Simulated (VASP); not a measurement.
# CsSnBr3 (Pm-3m) in VASP: notebook

CsSnBr3 is run at these levels: PBE; tasks: single point.

All numbers are computed with VASP 6.6.1; they aren't measurements. Logs are shortened: lines on timing, memory, paths and dates and some standing lists are left out, and cuts for length are marked.

## Step 1: The cell of the first run

It takes space group Pm-3m (No. 221, cubic). The conventional cell has a = 5.787 Å, b = 5.787 Å, c = 5.787 Å, α = 90.00°, β = 90.00°, γ = 90.00°. Cs (site symmetry m-3m) has 12 Br at 4.09 Å and 8 Sn at 5.01 Å within 5.4 Å. Sn (site symmetry m-3m) has 6 Br at 2.89 Å within 3.8 Å. Br (site symmetry 4/mmm) has 2 Sn at 2.89 Å within 3.8 Å.

## Step 2: Single point, PBE (38.76 Å³/atom)

INCAR

```
SYSTEM = CsSnBr3
PREC = Accurate
ENCUT = 500
EDIFF = 1E-6
ISMEAR = 0
SIGMA = 0.01
LREAL = .False.
LASPH = .True.
NELM = 120
ALGO = Normal
ISIF = 2
LWAVE = .False.
LCHARG = .True.
GGA = PE
LELF = .True.
LVHAR = .True.
NBANDS = 30
GGA_COMPAT = .False.
```

KPOINTS

```
Automatic mesh
0
Gamma
  4 4 4
  0 0 0
```

POSCAR

```
CsSnBr3
1.0
    5.7867710439      0.0000000000      0.0000000000
    0.0000000000      5.7867710439      0.0000000000
    0.0000000000      0.0000000000      5.7867710439
Cs Sn Br
1 1 3
Direct
    0.0000000000      0.0000000000      0.0000000000
    0.5000000000      0.5000000000      0.5000000000
    0.5000000000      0.5000000000      0.0000000000
    0.5000000000      0.0000000000      0.5000000000
    0.0000000000      0.5000000000      0.5000000000
```

Potentials or basis: VASP PAW PBE potentials, release 64 (Cs_sv, Sn_d, Br).

Run with:

```bash
$ cat potpaw_PBE.64/Cs_sv/POTCAR potpaw_PBE.64/Sn_d/POTCAR potpaw_PBE.64/Br/POTCAR > POTCAR
$ mpirun -np 1 vasp_std > vasp.out
```

OUTCAR:

```text
SYSTEM = CsSnBr3
   PREC = Accurate
   ENCUT = 500
   EDIFF = 1E-6
   ISMEAR = 0
   LREAL = .False.
   LASPH = .True.
   NELM = 120
   ISIF = 2
   GGA = PE

 ion  position               nearest neighbor table
   1  0.000  0.000  0.000-
   2  0.500  0.500  0.500-   3 2.89   4 2.89   5 2.89   3 2.89   4 2.89   5 2.89
   3  0.500  0.500  0.000-   2 2.89   2 2.89
   4  0.500  0.000  0.500-   2 2.89   2 2.89
   5  0.000  0.500  0.500-   2 2.89   2 2.89

  LATTYP: Found a simple cubic cell.
 ALAT       =     5.7867710439

  Lattice vectors:

 A1 = (   5.7867710439,   0.0000000000,   0.0000000000)
 A2 = (   0.0000000000,   5.7867710439,   0.0000000000)
 A3 = (   0.0000000000,   0.0000000000,   5.7867710439)

Analysis of symmetry for initial positions (statically):
=====================================================================
 Subroutine PRICEL returns:
 Original cell was already a primitive cell.

 Routine SETGRP: Setting up the symmetry group for a
 simple cubic supercell.

 Subroutine GETGRP returns: Found 48 space group operations
 (whereof 48 operations were pure point group operations)
 out of a pool of 48 trial point group operations.

The static configuration has the point symmetry O_h .

Analysis of symmetry for dynamics (positions and initial velocities):
=====================================================================
 Subroutine PRICEL returns:
 Original cell was already a primitive cell.

 Routine SETGRP: Setting up the symmetry group for a
 simple cubic supercell.

 Subroutine GETGRP returns: Found 48 space group operations
 (whereof 48 operations were pure point group operations)
 out of a pool of 48 trial point group operations.

The dynamic configuration has the point symmetry O_h .

 Subroutine INISYM returns: Found 48 space group operations
 (whereof 48 operations are pure point group operations),
 and found     1 'primitive' translations

----------------------------------------------------------------------------------------

                                     Primitive cell

  volume of cell :     193.7800

  direct lattice vectors                    reciprocal lattice vectors
     5.786771044  0.000000000  0.000000000     0.172807943  0.000000000  0.000000000
     0.000000000  5.786771044  0.000000000     0.000000000  0.172807943  0.000000000
     0.000000000  0.000000000  5.786771044     0.000000000  0.000000000  0.172807943

  length of vectors
     5.786771044  5.786771044  5.786771044     0.172807943  0.172807943  0.172807943

  position of ions in fractional coordinates (direct lattice)
     0.000000000  0.000000000  0.000000000
     0.500000000  0.500000000  0.500000000
     0.500000000  0.500000000  0.000000000
     0.500000000  0.000000000  0.500000000
     0.000000000  0.500000000  0.500000000

  ion indices of the primitive-cell ions
   primitive index   ion index
                 1           1
                 2           2
                 3           3
                 4           4
                 5           5

----------------------------------------------------------------------------------------

 KPOINTS: Automatic mesh

Automatic generation of k-mesh.
 Grid dimensions read from file:
 generate k-points for:    4    4    4

 Generating k-lattice:

  Cartesian coordinates                     Fractional coordinates (reciprocal lattice)
     0.043201986  0.000000000  0.000000000     0.250000000  0.000000000  0.000000000
     0.000000000  0.043201986  0.000000000     0.000000000  0.250000000  0.000000000
     0.000000000  0.000000000  0.043201986     0.000000000  0.000000000  0.250000000

  Length of vectors
     0.043201986  0.043201986  0.043201986

  Shift w.r.t. Gamma in fractional coordinates (k-lattice)
     0.000000000  0.000000000  0.000000000

 Subroutine IBZKPT returns following result:
 ===========================================

 Found     10 irreducible k-points:

 Following reciprocal coordinates:
            Coordinates               Weight
  0.000000  0.000000  0.000000      1.000000
  0.250000  0.000000  0.000000      6.000000
  0.500000  0.000000  0.000000      3.000000
  0.250000  0.250000  0.000000     12.000000
  0.500000  0.250000  0.000000     12.000000
  0.500000  0.500000  0.000000      3.000000
  0.250000  0.250000  0.250000      8.000000
  0.500000  0.250000  0.250000     12.000000
  0.500000  0.500000  0.250000      6.000000
  0.500000  0.500000  0.500000      1.000000
   k-points           NKPTS =     10   k-points in BZ     NKDIM =     10   number of bands    NBANDS=     30
   number of dos      NEDOS =    301   number of ions     NIONS =      5
   total plane-waves  NPLWV =  74088
   dimension x,y,z NGX =    42 NGY =   42 NGZ =   42
   dimension x,y,z NGXF=    84 NGYF=   84 NGZF=   84
   ions per type =               1   1   3
   NGX,Y,Z   is equivalent  to a cutoff of  12.07, 12.07, 12.07 a.u.
   NGXF,Y,Z  is equivalent  to a cutoff of  24.13, 24.13, 24.13 a.u.
 SYSTEM =  CsSnBr3
   PREC   = accura    normal or accurate (medium, high low for compatibility)
   ISTART =      0    job   : 0-new  1-cont  2-samecut
   ICHARG =      2    charge: 1-file 2-atom 10-const
   ISPIN  =      1    spin polarized calculation?
   LNONCOLLINEAR =      F non collinear calculations
   LSORBIT =      F    spin-orbit coupling
   LASPH  =      T    aspherical Exc in radial PAW
   ENCUT  =  500.0 eV  36.75 Ry    6.06 a.u.  10.55 10.55 10.55*2*pi/ulx,y,z
   NELM   =    120;   NELMIN=  2; NELMDL= -5     # of ELM steps
   EDIFF  = 0.1E-05   stopping-criterion for ELM
   LREAL  =      F    real-space projection
   EDIFFG = 0.1E-04   stopping-criterion for IOM
   NSW    =      0    number of steps for IOM
   IBRION =     -1    ionic relax: 0-MD 1-quasi-New 2-CG
   NFREE  =      0    steps in history (QN), initial steepest desc. (CG)
   ISIF   =      2    stress and relaxation
   ISYM   =      2    0-nonsym 1-usesym 2-fastsym
   POTIM  = 0.5000    time-step for ionic-motion
   TEBEG  =    0.0;   TEEND  =   0.0 temperature during run
   PSTRESS=    0.0 pullay stress
   NELECT =      44.0000    total number of electrons
   NUPDOWN=      -1.0000    fix difference up-down
   EMIN   =  10.00;   EMAX   =-10.00  energy-range for DOS
   EFERMI =   0.00;   METHOD = LEGACY
   ISMEAR =     0;   SIGMA  =   0.01  broadening in eV -4-tet -1-fermi 0-gaus
   EFERMI_NEDOS =   21; number of points for ismear=-14 and -15
   IALGO  =     38    algorithm
   IMIX   =      4    mixing-type and parameters
     AMIX     =   0.40;   BMIX     =  1.00
     AMIX_MAG =   1.60;   BMIX_MAG =  1.00
  volume/ion in A,a.u.               =      38.76       261.54
  Fermi-wavevector in a.u.,A,eV,Ry     =   0.998748  1.887361 13.571789  0.997498
  Thomas-Fermi vector in A             =   2.130993
   LORBIT       =      0    0 simple, 1 ext, 2 COOP (PROOUT), +10 PAW based schemes
   GGA     = PE    functional components
   LHFCALC =     F    Hartree Fock is set to
   AEXX    =    0.0000 exact exchange contribution
   IVDW    =     0    specifies the selected vdW correction
   LEPSILON=     F    determine dielectric tensor
   LRPA    =     F    only Hartree local field effects (RPA)
 non-spin polarized calculation
 Gauss-broadening in eV      SIGMA  =   0.01
  energy-cutoff  :      500.00
  volume of cell :      193.78
 maximum number of plane-waves:      4956
   NGX = 21   NGY = 21   NGZ = 21

 number of electron      44.0000003 magnetization

 Free energy of the ion-electron system (eV)
  ---------------------------------------------------
  ext. energy  EPLUGINS =         0.00000000
  ---------------------------------------------------
  free energy    TOTEN  =       -15.73905966 eV

  energy without entropy =      -15.73905966  energy(sigma->0) =      -15.73905966

 E-fermi :   2.5750     XC(G=0):  -7.7715

 val. band max:        2.5305647617   @ k =   0.5000   0.5000   0.5000
 cond. band min:       2.8821475917   @ k =   0.5000   0.5000   0.5000
 fundamental gap:      0.3515828300
 Fermi energy:         2.5750067754

 k-point     1 :       0.0000    0.0000    0.0000
  band No.  band energies     occupation
      1     -19.8998      2.00000
      2     -19.8076      2.00000
      3     -19.8076      2.00000
      4     -19.7757      2.00000
      5     -19.7757      2.00000
      6     -19.7757      2.00000
[... 22 lines left out ...]
     29       7.4718      0.00000
     30       7.4718      0.00000

 k-point     2 :       0.2500    0.0000    0.0000
  band No.  band energies     occupation
      1     -19.8991      2.00000
      2     -19.8076      2.00000
      3     -19.8041      2.00000
      4     -19.7758      2.00000
      5     -19.7758      2.00000
      6     -19.7757      2.00000
[... 22 lines left out ...]
     29       6.6249      0.00000
     30       7.4426      0.00000

 k-point     3 :       0.5000    0.0000    0.0000
  band No.  band energies     occupation
      1     -19.8984      2.00000
      2     -19.8076      2.00000
      3     -19.8006      2.00000
      4     -19.7760      2.00000
      5     -19.7760      2.00000
      6     -19.7757      2.00000
[... 22 lines left out ...]
     29       6.9472      0.00000
     30       7.5023      0.00000

 k-point     4 :       0.2500    0.2500    0.0000
  band No.  band energies     occupation
      1     -19.8985      2.00000
      2     -19.8059      2.00000
      3     -19.8023      2.00000
      4     -19.7759      2.00000
      5     -19.7758      2.00000
      6     -19.7758      2.00000
[... 154 lines left out ...]
     29       7.3084      0.00000
     30       7.3621      0.00000

 k-point     9 :       0.5000    0.5000    0.2500
  band No.  band energies     occupation
      1     -19.8968      2.00000
      2     -19.8006      2.00000
      3     -19.7970      2.00000
      4     -19.7761      2.00000
      5     -19.7761      2.00000
      6     -19.7761      2.00000
[... 22 lines left out ...]
     29       6.9897      0.00000
     30       7.5469      0.00000

 k-point    10 :       0.5000    0.5000    0.5000
  band No.  band energies     occupation
      1     -19.8962      2.00000
      2     -19.7970      2.00000
      3     -19.7970      2.00000
      4     -19.7762      2.00000
      5     -19.7762      2.00000
      6     -19.7762      2.00000
[... 22 lines left out ...]
     29       6.6950      0.00000
     30       7.9788      0.00000

------------------------ aborting loop because EDIFF is reached ----------------------------------------

  FORCE on cell =-STRESS in cart. coord.  units (eV):
  Direction    XX          YY          ZZ          XY          YZ          ZX
  --------------------------------------------------------------------------------------
  -------------------------------------------------------------------------------------
  Total        1.7130098      1.7130098      1.7130098     -0.0000000     -0.0000000      0.0000000
  in kB       14.1632045     14.1632045     14.1632045     -0.0000000     -0.0000000      0.0000000
  external PRESSURE =      14.1632045 kB  Pullay stress =       0.0000000 kB

 VOLUME and BASIS-vectors are now :
 -----------------------------------------------------------------------------
  energy-cutoff  :      500.00
  volume of cell :      193.78
      direct lattice vectors                 reciprocal lattice vectors
     5.786771044  0.000000000  0.000000000     0.172807943  0.000000000  0.000000000
     0.000000000  5.786771044  0.000000000     0.000000000  0.172807943  0.000000000
     0.000000000  0.000000000  5.786771044     0.000000000  0.000000000  0.172807943

 POSITION                                       TOTAL-FORCE (eV/Angst)
 -----------------------------------------------------------------------------------
      0.00000      0.00000      0.00000         0.000000      0.000000      0.000000
      2.89339      2.89339      2.89339         0.000000      0.000000      0.000000
      2.89339      2.89339      0.00000         0.000000      0.000000      0.000000
      2.89339      0.00000      2.89339         0.000000      0.000000      0.000000
      0.00000      2.89339      2.89339         0.000000      0.000000      0.000000
 -----------------------------------------------------------------------------------
    total drift:                                0.000000     -0.000000     -0.000000

  FREE ENERGIE OF THE ION-ELECTRON SYSTEM (eV)
  ---------------------------------------------------
  free  energy   TOTEN  =       -15.7390596630 eV

  energy  without entropy=      -15.7390596630  energy(sigma->0) =      -15.73905966
```

It took 28 s on 1 thread of Intel Xeon 6975P-C (Granite Rapids), shared host; peak memory 0.28 GiB.

Results:

| Property | Result |
| --- | --- |
| Free energy | -15.7391 eV |
| Pressure | 1.4 GPa |
| Band gap on the k mesh | 0.35 eV |

Levels at points of the mesh, in eV from the valence-band top:
```csv
k point,band 20,band 21,band 22,band 23,band 24,band 25
"(0.00, 0.00, 0.00)",-3.09,-3.09,-3.09,2.08,3.06,3.06
"(0.50, 0.00, 0.00)",-3.22,-3.22,-2.11,1.38,3.54,4.15
"(0.50, 0.50, 0.00)",-3.50,-2.72,-1.03,0.91,0.91,3.87
"(0.50, 0.50, 0.50)",-2.71,-2.71,0.00,0.35,0.35,0.35
```

Caveat: semilocal functionals underestimate gaps, and a narrow one can read as zero; spin-orbit coupling is left out, which moves the levels of the heavy elements. A k mesh can miss the band edges.

[end of part 1 of 2]
